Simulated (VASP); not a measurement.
# Ni (Im-3m) in VASP: notebook

The runs below take Ni through relaxation of cell and atoms, with PBEsol.

Everything below comes from runs of VASP 6.6.1. Logs are shortened: lines on timing, memory, paths and dates and some standing lists are left out, and cuts for length are marked.

### Step 1. The cell of the first run

Symmetry: Im-3m, No. 229, cubic system. The conventional cell has a = 2.767 Å, b = 2.767 Å, c = 2.767 Å, α = 90.00°, β = 90.00°, γ = 90.00°. Ni (site symmetry m-3m) has 14 Ni at 2.40 to 2.77 Å within 3.2 Å.

### Step 2. Relaxation of cell and atoms, PBEsol, collinear spin, ferromagnetic start, target pressure 10 GPa, at which the enthalpy is minimised

INCAR

```
SYSTEM = Ni
PREC = Accurate ; ENCUT = 600
EDIFF = 1E-6 ; ISMEAR = -1
SIGMA = 0.05 ; LREAL = .False.
LASPH = .True. ; NELM = 150
ALGO = Normal ; ISIF = 3
LWAVE = .False. ; LCHARG = .False.
ISPIN = 2 ; MAGMOM = 1
LORBIT = 11 ; LMAXMIX = 4
GGA = PS ; IBRION = 2
NSW = 80 ; EDIFFG = -0.01
PSTRESS = 100.0
```

KPOINTS

```
Automatic mesh
0
Gamma
  13 13 13
  0 0 0
```

POSCAR

```
Ni
1.0
   -1.3837154700      1.3837154700      1.3837154700
    1.3837154700     -1.3837154700      1.3837154700
    1.3837154700      1.3837154700     -1.3837154700
Ni
1
Direct
    0.0000000000      0.0000000000      0.0000000000
```

Potentials or basis: VASP PAW PBE potentials, release 64 (Ni).

The run is started by

```bash
$ cat potpaw_PBE.64/Ni/POTCAR > POTCAR
$ mpirun -np 1 vasp_std > vasp.out
```

OUTCAR:

```text
SYSTEM = Ni
   PREC = Accurate
   ENCUT = 600
   EDIFF = 1E-6
   ISMEAR = -1
   LREAL = .False.
   LASPH = .True.
   NELM = 150
   ISIF = 3
   ISPIN = 2
   LORBIT = 11
   GGA = PS
   IBRION = 2
   NSW = 80
   EDIFFG = -0.01
   PSTRESS = 100.0

 ion  position               nearest neighbor table
   1  0.000  0.000  0.000-

  LATTYP: Found a body centered cubic cell.
 ALAT       =     2.7674309400

  Lattice vectors:

 A1 = (  -1.3837154700,   1.3837154700,   1.3837154700)
 A2 = (   1.3837154700,  -1.3837154700,   1.3837154700)
 A3 = (   1.3837154700,   1.3837154700,  -1.3837154700)

Analysis of symmetry for initial positions (statically):
=====================================================================
 Subroutine PRICEL returns:
 Original cell was already a primitive cell.

 Routine SETGRP: Setting up the symmetry group for a
 body centered cubic supercell.

 Subroutine GETGRP returns: Found 48 space group operations
 (whereof 48 operations were pure point group operations)
 out of a pool of 48 trial point group operations.

The static configuration has the point symmetry O_h .

Analysis of symmetry for dynamics (positions and initial velocities):
=====================================================================
 Subroutine PRICEL returns:
 Original cell was already a primitive cell.

 Routine SETGRP: Setting up the symmetry group for a
 body centered cubic supercell.

 Subroutine GETGRP returns: Found 48 space group operations
 (whereof 48 operations were pure point group operations)
 out of a pool of 48 trial point group operations.

The dynamic configuration has the point symmetry O_h .

Analysis of structural, dynamic, and magnetic symmetry:
=====================================================================
 Subroutine PRICEL returns:
 Original cell was already a primitive cell.

 Routine SETGRP: Setting up the symmetry group for a
 body centered cubic supercell.

 Subroutine GETGRP returns: Found 48 space group operations
 (whereof 48 operations were pure point group operations)
 out of a pool of 48 trial point group operations.

The overall configuration has the point symmetry O_h .

 Subroutine INISYM returns: Found 48 space group operations
 (whereof 48 operations are pure point group operations),
 and found     1 'primitive' translations

----------------------------------------------------------------------------------------

                                     Primitive cell

  volume of cell :      10.5974

  direct lattice vectors                    reciprocal lattice vectors
[... 80 lines left out ...]
   LNONCOLLINEAR =      F non collinear calculations
   LSORBIT =      F    spin-orbit coupling
   LASPH  =      T    aspherical Exc in radial PAW
   ENCUT  =  600.0 eV  44.10 Ry    6.64 a.u.   4.79  4.79  4.79*2*pi/ulx,y,z
   NELM   =    150;   NELMIN=  2; NELMDL= -5     # of ELM steps
   EDIFF  = 0.1E-05   stopping-criterion for ELM
   LREAL  =      F    real-space projection
   EDIFFG = -.1E-01   stopping-criterion for IOM
   NSW    =     80    number of steps for IOM
   IBRION =      2    ionic relax: 0-MD 1-quasi-New 2-CG
   NFREE  =      1    steps in history (QN), initial steepest desc. (CG)
   ISIF   =      3    stress and relaxation
   ISYM   =      2    0-nonsym 1-usesym 2-fastsym
   POTIM  = 0.5000    time-step for ionic-motion
   TEBEG  =    0.0;   TEEND  =   0.0 temperature during run
   PSTRESS=  100.0 pullay stress
   NELECT =      10.0000    total number of electrons
   NUPDOWN=      -1.0000    fix difference up-down
   EMIN   =  10.00;   EMAX   =-10.00  energy-range for DOS
   EFERMI =   0.00;   METHOD = LEGACY
   ISMEAR =    -1;   SIGMA  =   0.05  broadening in eV -4-tet -1-fermi 0-gaus
   EFERMI_NEDOS =   21; number of points for ismear=-14 and -15
   IALGO  =     38    algorithm
   IMIX   =      4    mixing-type and parameters
     AMIX     =   0.40;   BMIX     =  1.00
     AMIX_MAG =   1.60;   BMIX_MAG =  1.00
  volume/ion in A,a.u.               =      10.60        71.51
  Fermi-wavevector in a.u.,A,eV,Ry     =   1.605738  3.034405 35.081190  2.578395
  Thomas-Fermi vector in A             =   2.702037
   LORBIT       =     11    0 simple, 1 ext, 2 COOP (PROOUT), +10 PAW based schemes
   GGA     = PS    functional components
   LHFCALC =     F    Hartree Fock is set to
   AEXX    =    0.0000 exact exchange contribution
   IVDW    =     0    specifies the selected vdW correction
   LEPSILON=     F    determine dielectric tensor
   LRPA    =     F    only Hartree local field effects (RPA)
 conjugate gradient relaxation of ions
 spin polarized calculation
  energy-cutoff  :      600.00
  volume of cell :       10.60
 maximum number of plane-waves:       370
   NGX =  9   NGY =  9   NGZ =  9

--------------------------------------- Ionic step        1  -------------------------------------------

 number of electron      10.0000001 magnetization       0.5790744

 Free energy of the ion-electron system (eV)
  ---------------------------------------------------
  ext. energy  EPLUGINS =         0.00000000
  ---------------------------------------------------
  free energy    TOTEN  =        -6.03816292 eV

  energy without entropy =       -6.02293740  energy(sigma->0) =       -6.03055016

 E-fermi :   9.4188     XC(G=0): -13.5879

 val. band max:        9.4155595746   @ k =   0.4615   0.0000   0.0000
 cond. band min:       9.4210461481   @ k =  -0.3077   0.3846   0.0769
 fundamental gap:      0.0054865735
 Fermi energy:         9.4188082760

 spin component 1

 k-point     1 :       0.0000    0.0000    0.0000
  band No.  band energies     occupation
      1       0.3131      1.00000
      2       7.0642      1.00000
      3       7.0642      1.00000
      4       7.0642      1.00000
      5       8.5214      1.00000
      6       8.5214      1.00000
      7      36.1382      0.00000
      8      36.1382      0.00000
      9      36.1382      0.00000
     10      41.1996      0.00000
[... 725 lines left out ...]
--------------------------------------- Ionic step        4  -------------------------------------------

 number of electron      10.0000006 magnetization       0.5144305

 Free energy of the ion-electron system (eV)
  ---------------------------------------------------
  ext. energy  EPLUGINS =         0.00000000
  ---------------------------------------------------
  free energy    TOTEN  =        -6.02644113 eV

  energy without entropy =       -6.01089865  energy(sigma->0) =       -6.01866989

 E-fermi :  10.1928     XC(G=0): -13.9141

 val. band max:       10.1857969741   @ k =  -0.4615  -0.4615   0.3077
 cond. band min:      10.1986209043   @ k =  -0.3077   0.3846   0.2308
 fundamental gap:      0.0128239303
 Fermi energy:        10.1928353252

 spin component 1

 k-point     1 :       0.0000    0.0000    0.0000
  band No.  band energies     occupation
      1       0.7277      1.00000
      2       7.7463      1.00000
      3       7.7463      1.00000
      4       7.7463      1.00000
      5       9.3143      1.00000
      6       9.3143      1.00000
      7      37.4936      0.00000
      8      37.4936      0.00000
      9      37.4936      0.00000
     10      42.9501      0.00000
[... 647 lines left out ...]
  energy  without entropy=       -6.0108986538  energy(sigma->0) =       -6.01866989

  enthalpy is  TOTEN    =        -5.3996705575 eV   P V=        0.6267705690

 reached required accuracy - stopping structural energy minimisation

 total charge

# of ion       s       p       d       tot
------------------------------------------
    1        0.530   0.571   8.371   9.472

 magnetization (x)

# of ion       s       p       d       tot
------------------------------------------
    1       -0.003  -0.012   0.530   0.515
```

CONTCAR:

```text
Ni
   1.00000000000000
    -1.3591051624610864    1.3591051624610864    1.3591051624610864
     1.3591051624610864   -1.3591051624610864    1.3591051624610864
     1.3591051624610864    1.3591051624610864   -1.3591051624610864
  Ni
     1
Direct
     0.0000000000000000    0.0000000000000000    0.0000000000000000

  0.00000000E+00  0.00000000E+00  0.00000000E+00
```

Wall time 68 s (1 thread of Intel Xeon Platinum 8488C (Sapphire Rapids), shared host); peak memory 0.15 GiB.

Results:

```
Free energy                                            : -6.0264 eV
Relaxed volume                                         : 10.04 Å³/atom
Relaxed cell                                           : a = 2.354 Å, b = 2.354 Å, c = 2.354 Å, α = 109.47°, β = 109.47°, γ = 109.47°
Space group after relaxing (to 0.05 Å)                 : Im-3m (No. 229)
Energy change on relaxing (the enthalpy is what falls) : +11.7 meV/atom
Ionic steps                                            : 4
Pressure after relaxing                                : 9.9 GPa
Net moment                                             : 0.51 μB per cell
Site moments                                           : Ni +0.52 μB
Valence electrons inside the program's atomic spheres  : Ni 9.47
```

Step by step:
```csv
step,energy change (eV),largest force (eV/Å),pressure (GPa),volume (Å³)
1,0.0000,0.0000,-2.60,10.60
2,0.0912,0.0000,30.05,9.37
3,0.0124,0.0000,10.18,10.03
4,0.0117,0.0000,9.95,10.04
```

Final structure:
```cif
data_structure
_symmetry_space_group_name_H-M 'P 1'
_symmetry_Int_Tables_number 1
_cell_length_a 2.3540
_cell_length_b 2.3540
_cell_length_c 2.3540
_cell_angle_alpha 109.471
_cell_angle_beta 109.471
_cell_angle_gamma 109.471
_cell_volume 10.04
loop_
_atom_site_label
_atom_site_type_symbol
_atom_site_fract_x
_atom_site_fract_y
_atom_site_fract_z
_atom_site_occupancy
Ni1 Ni 0.00000 0.00000 0.00000 1
```

Caveat: the cell is relaxed towards a set pressure, so the enthalpy falls and the energy may rise; the PAW data sets were made with another functional, which shifts forces and pressure a little.

### Step 3. Relaxation of cell and atoms, PBEsol, collinear spin, ferromagnetic start, target pressure 20 GPa, at which the enthalpy is minimised

INCAR

```
SYSTEM = Ni
ALGO = Normal
EDIFF = 1E-7
EDIFFG = -0.01
ENCUT = 600
GGA = PS
IBRION = 2
ISIF = 3
ISMEAR = -1
ISPIN = 2
LASPH = .TRUE.
LCHARG = .FALSE.
LMAXMIX = 4
LORBIT = 11
LREAL = .FALSE.
LWAVE = .FALSE.
MAGMOM = 1
NELM = 150
NSW = 80
PREC = Accurate
PSTRESS = 200.0
SIGMA = 0.05
```

KPOINTS

```
k-points
0
G
  13 13 13
  0 0 0
```

POSCAR is that of step 2.

Potentials or basis: VASP PAW PBE potentials, release 64 (Ni).

The run is started by

```bash
$ cat potpaw_PBE.64/Ni/POTCAR > POTCAR
$ mpirun -np 1 vasp_std > vasp.out
```

Wall time 93 s (1 thread of Intel Xeon Platinum 8488C (Sapphire Rapids), shared host); peak memory 0.15 GiB.

Results (log left out):

- Free energy: -5.9885 eV
- Relaxed volume: 9.64 Å³/atom
- Relaxed cell: a = 2.322 Å, b = 2.322 Å, c = 2.322 Å, α = 109.47°, β = 109.47°, γ = 109.47°
- Space group after relaxing (to 0.05 Å): Im-3m (No. 229)
- Energy change on relaxing (the enthalpy is what falls): +49.6 meV/atom
- Ionic steps: 7
- Pressure after relaxing: 20.0 GPa
- Band gap on the k mesh: zero (filled and empty bands overlap)
- Net moment: 0.00 μB per cell
- Valence electrons inside the program's atomic spheres: Ni 9.56

Step by step:
| step | energy change (eV) | largest force (eV/Å) | pressure (GPa) | volume (Å³) |
| --- | --- | --- | --- | --- |
| 1 | 0.0000 | 0.0000 | -2.55 | 10.60 |
| 2 | 0.3765 | 0.0000 | 75.73 | 8.47 |
| 3 | 0.0431 | 0.0000 | 18.24 | 9.70 |
| 4 | 0.0483 | 0.0000 | 19.69 | 9.65 |
| 5 | 0.0506 | 0.0000 | 20.28 | 9.63 |
| 6 | 0.0481 | 0.0000 | 19.60 | 9.65 |
| 7 | 0.0496 | 0.0000 | 19.99 | 9.64 |

Final structure:
```
CELL_PARAMETERS angstrom
-1.34078 1.34078 1.34078
1.34078 -1.34078 1.34078
1.34078 1.34078 -1.34078
ATOMIC_POSITIONS crystal
Ni 0.00000 0.00000 0.00000
```

Levels at points of the mesh, in eV from the Fermi level:
Spin up:
```csv
k point,band 1,band 2,band 3,band 4,band 5,band 6,band 7,band 8,band 9,band 10
"(0.00, 0.00, 0.00)",-9.76,-2.28,-2.28,-2.28,-0.68,-0.68,27.70,27.70,27.70,33.49
```
Spin down:
```csv
k point,band 1,band 2,band 3,band 4,band 5,band 6,band 7,band 8,band 9,band 10
"(0.00, 0.00, 0.00)",-9.76,-2.28,-2.28,-2.28,-0.68,-0.68,27.70,27.70,27.70,33.49
```

Caveat: the cell is relaxed towards a set pressure, so the enthalpy falls and the energy may rise; the PAW data sets were made with another functional, which shifts forces and pressure a little.

### Step 4. Relaxation of cell and atoms, PBEsol, collinear spin, ferromagnetic start, target pressure 30 GPa, at which the enthalpy is minimised

INCAR

```
ALGO     = Normal         # electronic algorithm
EDIFF    = 1E-6           # SCF threshold, eV
EDIFFG   = -0.01          # ionic threshold
ENCUT    = 600            # plane-wave cutoff, eV
GGA      = PS             # functional
IBRION   = 2              # ionic algorithm
ISIF     = 3              # what is computed and relaxed
ISMEAR   = -1             # smearing method
ISPIN    = 2              # spin polarisation
LASPH    = T              # aspherical terms in the spheres
LCHARG   = F              # write CHGCAR
LMAXMIX  = 4              # l up to which the mixer works
LORBIT   = 11             # projections on sites
LREAL    = F              # projectors in reciprocal space
LWAVE    = F              # write WAVECAR
MAGMOM   = 1              # initial moments
NELM     = 150            # most SCF steps
NSW      = 80             # ionic steps
PREC     = Accurate       # precision mode
PSTRESS  = 300.0        
SIGMA    = 0.05           # smearing width, eV
```

KPOINTS

```
k-points
0
Gamma
  13 13 13
```

POSCAR is that of step 3.

The run is started by

```bash
$ cat potpaw_PBE.64/Ni/POTCAR > POTCAR
$ mpirun -np 1 vasp_std > vasp.out
```

It took 70 s on 1 thread of Intel Xeon Platinum 8488C (Sapphire Rapids), shared host; peak memory 0.15 GiB.

It converged, with:

```
Free energy                                            : -5.9457 eV
Relaxed volume                                         : 9.36 Å³/atom
Relaxed cell                                           : a = 2.300 Å, b = 2.300 Å, c = 2.300 Å, α = 109.47°, β = 109.47°, γ = 109.47°
Space group after relaxing (to 0.05 Å)                 : Im-3m (No. 229)
Energy change on relaxing (the enthalpy is what falls) : +92.5 meV/atom
Ionic steps                                            : 7
Pressure after relaxing                                : 30.0 GPa
Band gap on the k mesh                                 : zero (filled and empty bands overlap)
Net moment                                             : 0.01 μB per cell
Valence electrons inside the program's atomic spheres  : Ni 9.63
```

The path:
```csv
step,energy change (eV),largest force (eV/Å),pressure (GPa),volume (Å³)
1,0.0000,0.0000,-2.60,10.60
2,0.9530,0.0000,148.24,7.62
3,0.0772,0.0000,26.85,9.45
4,0.0881,0.0000,28.81,9.39
5,0.0950,0.0000,30.41,9.35
6,0.0897,0.0000,29.35,9.38
7,0.0925,0.0000,29.97,9.36
```

Final structure:
```
Ni
1.0
    -1.32785    1.32785    1.32785
     1.32785   -1.32785    1.32785
     1.32785    1.32785   -1.32785
Ni
1
Direct
  0.00000 0.00000 0.00000
```

Levels at points of the mesh, in eV from the Fermi level:
Spin up:
```tsv
k point	band 1	band 2	band 3	band 4	band 5	band 6	band 7	band 8	band 9	band 10
(0.00, 0.00, 0.00)	-9.98	-2.39	-2.39	-2.39	-0.72	-0.72	27.99	27.99	27.99	34.02
```
Spin down:
```csv
k point,band 2,band 3,band 4,band 5,band 6,band 7,band 8,band 9
"(0.00, 0.00, 0.00)",-2.37,-2.37,-2.37,-0.70,-0.70,27.99,27.99,27.99
```

Caveat: the cell is relaxed towards a set pressure, so the enthalpy falls and the energy may rise; the PAW data sets were made with another functional, which shifts forces and pressure a little.

### Step 5. The runs side by side

```csv
cell,gap on the mesh (eV),pressure (GPa),moment (μB)
relaxed to 10 GPa,none,9.9,0.51
relaxed to 20 GPa,none,20.0,0.00
relaxed to 30 GPa,none,30.0,0.01
```

Alike in all rows: task relaxation of cell and atoms; level PBEsol; potentials or basis VASP PAW PBE potentials, release 64 (Ni); spin collinear, ferromagnetic start; k mesh 13 × 13 × 13; cutoff (eV) 600; smearing fermi-dirac 0.05 eV.

Caveats: the cell is relaxed towards a set pressure, so the enthalpy falls and the energy may rise; the PAW data sets were made with another functional, which shifts forces and pressure a little.

Absolute energies hang on the potentials; compare differences alone.
